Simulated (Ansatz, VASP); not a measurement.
One calculation of Sr2Be3Fe, two programs

```
CELL_PARAMETERS angstrom
7.11504 -0.05419 1.05591
-0.04310 5.82901 -0.25539
1.29229 -1.26404 7.46210
ATOMIC_POSITIONS crystal
Sr 0.02989 0.79871 0.57500
Sr 0.12780 0.03849 0.00641
Sr 0.86118 0.50991 0.94925
Sr 0.53944 0.63526 0.41766
Fe 0.20310 0.29819 0.56648
Fe 0.55176 0.23791 0.64774
Be 0.68501 0.05072 0.86948
Be 0.91252 0.37735 0.35991
Be 0.44527 0.65048 0.01716
Be 0.65554 0.99601 0.16556
Be 0.32340 0.96595 0.27343
Be 0.82770 0.00054 0.36893
```

Alike in both runs: task single point; functional PBE; k mesh 3 × 3 × 3; no spin polarisation.

|  | VASP | Ansatz |
| --- | --- | --- |
| version | VASP 6.6.1 | Ansatz 0.2.0 |
| potentials or method | VASP PAW PBE potentials, release 64 (Sr_sv, Fe, Be), cutoff 520 eV | PAW plane waves |
| occupations | fermi-dirac, width 0.1 eV | fermi-dirac |
| valence electrons in the cell | 68 | 84 |

VASP gave:

```
rms of the force components (eV/Å) : 0.573
```

Problem. Which values does Ansatz return?

Solution. rms of the force components (eV/Å): 0.574.

Atom by atom the forces differ by 0.005 eV/Å (rms over components). VASP's potentials hold 68 valence electrons a cell and Ansatz's 84, so a difference there can come from the potentials and not from the codes.

The k mesh is coarse, so the values compare programs but aren't converged.
